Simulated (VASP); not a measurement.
Co, 2 atoms in the cell. The structure is hexagonal, space group P6_3/mmc (No. 194). The conventional cell has a = 2.473 Å, b = 2.473 Å, c = 3.990 Å, α = 90.00°, β = 90.00°, γ = 120.00°. Within 3.2 Å of Co (site symmetry -6m2) lie 12 Co at 2.45 to 2.47 Å. 

| Property | Result |
| --- | --- |
| Program | VASP 6.6.1 |
| Task | single point |
| Functional | RPBE |
| Dispersion | D4 |
| Potentials or basis | VASP PAW PBE potentials, release 64 (Co_sv) |
| Cutoff | 600 eV |
| k mesh | 12 × 12 × 7 |
| Occupations | fermi-dirac, width 0.05 eV |
| Spin | collinear spin, ferromagnetic start |
| Starting moments | [2.0, 2.0] μB |
| Dipole correction | no |
| Further INCAR settings | ALGO = Normal; EDIFF = 1e-06; NBANDS = 28 |

Potentials or basis: VASP PAW PBE potentials, release 64 (Co_sv).

The run is started by

```console
$ cat potpaw_PBE.64/Co_sv/POTCAR > POTCAR
$ mpirun -np 1 vasp_std > vasp.out
```

Hardware: 1 thread of AMD EPYC 7R43 64-Core Processor (Zen 3) (shared host).

Task: How long does it take, and how much memory?

Result: Run time: 2.1 min on 1 thread of AMD EPYC 7R43 64-Core Processor (Zen 3), on a shared host, peak memory 0.16 GiB. Counts: scf iterations 14, k points 76.
